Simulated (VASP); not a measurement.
# W (Fm-3m) in VASP: density of states with PBE

Aim: the density of states of W with PBE.

Everything below comes from runs of VASP 6.6.1. Logs are shortened: lines on timing, memory, paths and dates and some standing lists are left out, and cuts for length are marked.

### 1 The cell of the first run

Symmetry: Fm-3m, No. 225, cubic system. The conventional cell has a = 4.040 Å, b = 4.040 Å, c = 4.040 Å, α = 90.00°, β = 90.00°, γ = 90.00°. Within 3.8 Å of W (site symmetry m-3m) lie 12 W at 2.86 Å.

### 2 Density of states, PBE, non-collinear spin, zero start, spin-orbit coupling

Input file POSCAR:

```
W
1.0
    0.0000000000      2.0201938004      2.0201938004
    2.0201938004      0.0000000000      2.0201938004
    2.0201938004      2.0201938004      0.0000000000
W
1
Direct
    0.0000000000      0.0000000000      0.0000000000
```

Input file INCAR.step1:

```
PREC = Accurate ; ENCUT = 520
EDIFF = 1E-6 ; ISMEAR = 0
SIGMA = 0.05 ; LREAL = False
LASPH = True ; NELM = 150
ALGO = Normal ; ISIF = 2
LWAVE = False ; LCHARG = True
MAGMOM = 0 0 0 ; LSORBIT = True
GGA_COMPAT = False ; LORBMOM = True
LMAXMIX = 4 ; GGA = PE
NBANDS = 25
```

Input file KPOINTS.step1:

```
Automatic mesh
0
Gamma
  18 18 18
```

Input file INCAR.step2:

```
PREC = Accurate ; ENCUT = 520
EDIFF = 1E-6 ; ISMEAR = -5
SIGMA = 0.05 ; LREAL = False
LASPH = True ; NELM = 150
ALGO = Normal ; ISIF = 2
LWAVE = False ; LCHARG = False
MAGMOM = 0 0 0 ; LORBIT = 10
LSORBIT = True ; GGA_COMPAT = False
LORBMOM = True ; LMAXMIX = 4
GGA = PE ; NEDOS = 2001
ICHARG = 11
```

Input file KPOINTS.step2:

```
Automatic mesh
0
Gamma
  27 27 27
```

Potentials or basis: VASP PAW PBE potentials, release 64 (W_sv).

Started as:

```sh
> cat potpaw_PBE.64/W_sv/POTCAR > POTCAR
> cp INCAR.step1 INCAR
> cp KPOINTS.step1 KPOINTS
> mpirun -np 1 vasp_ncl > vasp.out
> cp INCAR.step2 INCAR
> cp KPOINTS.step2 KPOINTS
> mpirun -np 1 vasp_ncl > vasp.out
```

OUTCAR:

```text
PREC = Accurate
   ENCUT = 520
   EDIFF = 1E-6
   ISMEAR = -5
   LREAL = False
   LASPH = True
   NELM = 150
   ISIF = 2
   LORBIT = 10
   LSORBIT = True
   GGA = PE
   ICHARG = 11

 ion  position               nearest neighbor table
   1  0.000  0.000  0.000-

  LATTYP: Found a face centered cubic cell.
 ALAT       =     4.0403876008

  Lattice vectors:

 A1 = (   0.0000000000,   2.0201938004,   2.0201938004)
 A2 = (   2.0201938004,   0.0000000000,   2.0201938004)
 A3 = (   2.0201938004,   2.0201938004,   0.0000000000)

Analysis of symmetry for initial positions (statically):
=====================================================================
 Subroutine PRICEL returns:
 Original cell was already a primitive cell.

 Routine SETGRP: Setting up the symmetry group for a
 face centered cubic supercell.

 Subroutine GETGRP returns: Found 48 space group operations
 (whereof 48 operations were pure point group operations)
 out of a pool of 48 trial point group operations.

The static configuration has the point symmetry O_h .

Analysis of symmetry for dynamics (positions and initial velocities):
=====================================================================
 Subroutine PRICEL returns:
 Original cell was already a primitive cell.

 Routine SETGRP: Setting up the symmetry group for a
 face centered cubic supercell.

 Subroutine GETGRP returns: Found 48 space group operations
 (whereof 48 operations were pure point group operations)
 out of a pool of 48 trial point group operations.

The dynamic configuration has the point symmetry O_h .

Analysis of structural, dynamic, and magnetic symmetry:
=====================================================================
 Subroutine PRICEL returns:
 Original cell was already a primitive cell.

 Routine SETGRP: Setting up the symmetry group for a
 face centered cubic supercell.

 Subroutine GETGRP returns: Found 48 space group operations
 (whereof 48 operations were pure point group operations)
 out of a pool of 48 trial point group operations.

The overall configuration has the point symmetry O_h .

 Subroutine INISYM returns: Found 48 space group operations
 (whereof 48 operations are pure point group operations),
 and found     1 'primitive' translations

----------------------------------------------------------------------------------------

                                     Primitive cell

  volume of cell :      16.4896

  direct lattice vectors                    reciprocal lattice vectors
     0.000000000  2.020193800  2.020193800    -0.247501007  0.247501007  0.247501007
     2.020193800  0.000000000  2.020193800     0.247501007 -0.247501007  0.247501007
     2.020193800  2.020193800  0.000000000     0.247501007  0.247501007 -0.247501007

  length of vectors
     2.856985471  2.856985471  2.856985471     0.428684319  0.428684319  0.428684319

  position of ions in fractional coordinates (direct lattice)
     0.000000000  0.000000000  0.000000000

  ion indices of the primitive-cell ions
   primitive index   ion index
                 1           1

----------------------------------------------------------------------------------------

 KPOINTS: Automatic mesh

Automatic generation of k-mesh.
 Grid dimensions read from file:
 generate k-points for:   27   27   27

 Generating k-lattice:

  Cartesian coordinates                     Fractional coordinates (reciprocal lattice)
    -0.009166704  0.009166704  0.009166704     0.037037037  0.000000000  0.000000000
     0.009166704 -0.009166704  0.009166704     0.000000000  0.037037037  0.000000000
     0.009166704  0.009166704 -0.009166704     0.000000000  0.000000000  0.037037037

  Length of vectors
     0.015877197  0.015877197  0.015877197

  Shift w.r.t. Gamma in fractional coordinates (k-lattice)
     0.000000000  0.000000000  0.000000000

 TETIRR: Found   2653 inequivalent tetrahedra from   118098

 Subroutine IBZKPT returns following result:
 ===========================================

 Found    560 irreducible k-points:

 Following reciprocal coordinates:
            Coordinates               Weight
  0.000000  0.000000  0.000000      1.000000
  0.037037  0.000000  0.000000      8.000000
  0.074074  0.000000  0.000000      8.000000
  0.111111  0.000000  0.000000      8.000000
  0.148148  0.000000  0.000000      8.000000
  0.185185  0.000000  0.000000      8.000000
[... 16 lines left out ...]
  0.333333  0.037037  0.000000     24.000000
  0.370370  0.037037  0.000000     24.000000
 [... further k-points ...]
   k-points           NKPTS =    560   k-points in BZ     NKDIM =    560   number of bands    NBANDS=     22
   number of dos      NEDOS =   2001   number of ions     NIONS =      1
   total plane-waves  NPLWV =  13824
   dimension x,y,z NGX =    24 NGY =   24 NGZ =   24
   dimension x,y,z NGXF=    48 NGYF=   48 NGZF=   48
   ions per type =               1
   NGX,Y,Z   is equivalent  to a cutoff of  13.97, 13.97, 13.97 a.u.
   NGXF,Y,Z  is equivalent  to a cutoff of  27.93, 27.93, 27.93 a.u.
 SYSTEM =  unknown system
   PREC   = accura    normal or accurate (medium, high low for compatibility)
   ISTART =      0    job   : 0-new  1-cont  2-samecut
   ICHARG =     11    charge: 1-file 2-atom 10-const
   ISPIN  =      1    spin polarized calculation?
   LNONCOLLINEAR =      T non collinear calculations
   LSORBIT =      T    spin-orbit coupling
   LASPH  =      T    aspherical Exc in radial PAW
   ENCUT  =  520.0 eV  38.22 Ry    6.18 a.u.   5.31  5.31  5.31*2*pi/ulx,y,z
   NELM   =    150;   NELMIN=  2; NELMDL=  0     # of ELM steps
   EDIFF  = 0.1E-05   stopping-criterion for ELM
   LREAL  =      F    real-space projection
   EDIFFG = 0.1E-04   stopping-criterion for IOM
   NSW    =      0    number of steps for IOM
   IBRION =     -1    ionic relax: 0-MD 1-quasi-New 2-CG
   NFREE  =      0    steps in history (QN), initial steepest desc. (CG)
   ISIF   =      2    stress and relaxation
   ISYM   =      2    0-nonsym 1-usesym 2-fastsym
   POTIM  = 0.5000    time-step for ionic-motion
   TEBEG  =    0.0;   TEEND  =   0.0 temperature during run
   PSTRESS=    0.0 pullay stress
   NELECT =      14.0000    total number of electrons
   NUPDOWN=      -1.0000    fix difference up-down
   EMIN   =  10.00;   EMAX   =-10.00  energy-range for DOS
   EFERMI =   0.00;   METHOD = LEGACY
   ISMEAR =    -5;   SIGMA  =   0.05  broadening in eV -4-tet -1-fermi 0-gaus
   EFERMI_NEDOS =   21; number of points for ismear=-14 and -15
   IALGO  =     38    algorithm
   IMIX   =      4    mixing-type and parameters
     AMIX     =   0.40;   BMIX     =  1.00
     AMIX_MAG =   1.60;   BMIX_MAG =  1.00
  volume/ion in A,a.u.               =      16.49       111.28
  Fermi-wavevector in a.u.,A,eV,Ry     =   1.550176  2.929409 32.695441  2.403047
  Thomas-Fermi vector in A             =   2.654877
   LORBIT       =     10    0 simple, 1 ext, 2 COOP (PROOUT), +10 PAW based schemes
   GGA     = PE    functional components
   LHFCALC =     F    Hartree Fock is set to
   AEXX    =    0.0000 exact exchange contribution
   IVDW    =     0    specifies the selected vdW correction
   LEPSILON=     F    determine dielectric tensor
   LRPA    =     F    only Hartree local field effects (RPA)
 Fermi weights with tetrahedron method with Bloechl corrections
  energy-cutoff  :      520.00
  volume of cell :       16.49
 maximum number of plane-waves:       918
 NGX is ok and might be reduce to    24

 number of electron      14.0000002 magnetization      -0.0000000     -0.0000000     -0.0000000

 Free energy of the ion-electron system (eV)
  ---------------------------------------------------
  ext. energy  EPLUGINS =         0.00000000
  ---------------------------------------------------
  free energy    TOTEN  =       -13.33882699 eV

  energy without entropy =      -13.33882699  energy(sigma->0) =      -13.33882699

 E-fermi :  10.4882     XC(G=0): -13.4068

 val. band max:       10.5062941723   @ k =  -0.3704   0.4815   0.1481
 cond. band min:      10.4709142407   @ k =  -0.4444   0.1481   0.0370
 fundamental gap:     -0.0353799316
 Fermi energy:        10.4882106350

 k-point     1 :       0.0000    0.0000    0.0000
  band No.  band energies     occupation
      1     -63.2542      1.00000
      2     -63.2542      1.00000
      3     -32.9809      1.00000
      4     -32.9809      1.00000
      5     -23.9958      1.00000
      6     -23.9958      1.00000
[... 14 lines left out ...]
     21      23.2052      0.00000
     22      23.2052      0.00000

 k-point     2 :       0.0370    0.0000    0.0000
  band No.  band energies     occupation
      1     -63.2528      1.00000
      2     -63.2528      1.00000
      3     -32.9850      1.00000
      4     -32.9850      1.00000
      5     -24.0107      1.00000
      6     -24.0107      1.00000
[... 14 lines left out ...]
     21      23.3284      0.00000
     22      23.3284      0.00000

 k-point     3 :       0.0741    0.0000    0.0000
  band No.  band energies     occupation
      1     -63.2487      1.00000
      2     -63.2487      1.00000
      3     -32.9971      1.00000
      4     -32.9971      1.00000
      5     -24.0542      1.00000
      6     -24.0542      1.00000
[... 14 lines left out ...]
     21      23.6828      0.00000
     22      23.6828      0.00000
[... 476 lines left out ...]
 k-point    23 :       0.3333    0.0370    0.0000
  band No.  band energies     occupation
      1     -63.1791      1.00000
      2     -63.1791      1.00000
      3     -33.2042      1.00000
      4     -33.2042      1.00000
      5     -24.7314      1.00000
      6     -24.7314      1.00000
[... 14 lines left out ...]
     21      22.4389      0.00000
     22      22.4389      0.00000

 k-point    24 :       0.3704    0.0370    0.0000
  band No.  band energies     occupation
      1     -63.1690      1.00000
      2     -63.1690      1.00000
      3     -33.2350      1.00000
      4     -33.2350      1.00000
      5     -24.8232      1.00000
      6     -24.8232      1.00000
[... 14 lines left out ...]
     21      21.9347      0.00000
     22      21.9347      0.00000

 [... further k-points ...]
[... 5 lines left out ...]
  --------------------------------------------------------------------------------------
  -------------------------------------------------------------------------------------
  Total        0.1121820      0.1121820      0.1121820      0.0000000     -0.0000000      0.0000000
  in kB       10.8999516     10.8999516     10.8999516      0.0000000     -0.0000000      0.0000000
  external PRESSURE =      10.8999516 kB  Pullay stress =       0.0000000 kB

 VOLUME and BASIS-vectors are now :
 -----------------------------------------------------------------------------
  energy-cutoff  :      520.00
  volume of cell :       16.49
      direct lattice vectors                 reciprocal lattice vectors
     0.000000000  2.020193800  2.020193800    -0.247501007  0.247501007  0.247501007
     2.020193800  0.000000000  2.020193800     0.247501007 -0.247501007  0.247501007
     2.020193800  2.020193800  0.000000000     0.247501007  0.247501007 -0.247501007

 POSITION                                       TOTAL-FORCE (eV/Angst)
 -----------------------------------------------------------------------------------
      0.00000      0.00000      0.00000         0.000000     -0.000000     -0.000000
 -----------------------------------------------------------------------------------
    total drift:                               -0.000000      0.000000      0.000000

  FREE ENERGIE OF THE ION-ELECTRON SYSTEM (eV)
  ---------------------------------------------------
  free  energy   TOTEN  =       -13.3388269891 eV

  energy  without entropy=      -13.3388269891  energy(sigma->0) =      -13.33882699

 orbital moment (x)

 # of ion     p       d       tot
 ----------------------------------------
  1         0.000  -0.000  -0.000
 ----------------------------------------
            0.000  -0.000  -0.000

 orbital moment (y)

 # of ion     p       d       tot
 ----------------------------------------
  1         0.000  -0.000  -0.000
 ----------------------------------------
            0.000  -0.000  -0.000

 orbital moment (z)

 # of ion     p       d       tot
 ----------------------------------------
  1         0.000   0.000   0.000
 ----------------------------------------
            0.000   0.000   0.000

 Spin-Orbit-Coupling matrix elements

 Ion:    1  E_soc:     -1.7163663
 l=   1
     0.0000000    -0.2304909    -0.2304909
    -0.2304909     0.0000000    -0.2304909
    -0.2304909    -0.2304909     0.0000000
 l=   2
     0.0000000    -0.0131441     0.0000000    -0.0131441    -0.0424260
    -0.0131441     0.0000000    -0.0318195    -0.0131441    -0.0106065
     0.0000000    -0.0318195     0.0000000    -0.0318195     0.0000000
    -0.0131441    -0.0131441    -0.0318195     0.0000000    -0.0106065
    -0.0424260    -0.0106065     0.0000000    -0.0106065     0.0000000
 l=   3
     0.0000000     0.0000000     0.0000000     0.0000000     0.0000000     0.0000000     0.0000000
     0.0000000     0.0000000     0.0000000     0.0000000     0.0000000     0.0000000     0.0000000
     0.0000000     0.0000000     0.0000000     0.0000000     0.0000000     0.0000000     0.0000000
     0.0000000     0.0000000     0.0000000     0.0000000     0.0000000     0.0000000     0.0000000
     0.0000000     0.0000000     0.0000000     0.0000000     0.0000000     0.0000000     0.0000000
     0.0000000     0.0000000     0.0000000     0.0000000     0.0000000     0.0000000     0.0000000
     0.0000000     0.0000000     0.0000000     0.0000000     0.0000000     0.0000000     0.0000000

 total charge

# of ion       s       p       d       tot
------------------------------------------
    1        2.405   6.313   3.314  12.033

 magnetization (x)

# of ion       s       p       d       tot
------------------------------------------
    1        0.000  -0.000   0.000   0.000

 magnetization (y)

# of ion       s       p       d       tot
------------------------------------------
    1       -0.000  -0.000  -0.000  -0.000

 magnetization (z)

# of ion       s       p       d       tot
------------------------------------------
    1        0.000  -0.000   0.000   0.000
```

Wall time 2.4 min (1 thread of Intel Xeon 6975P-C (Granite Rapids), shared host); peak memory 0.4 GiB.

Results:

```
Net moment                                            : 0.00 μB per cell
Valence electrons inside the program's atomic spheres : W 12.03
```

Moments on the atoms (μB; x, y, z):
```
W   0.00 0.00 0.00
```
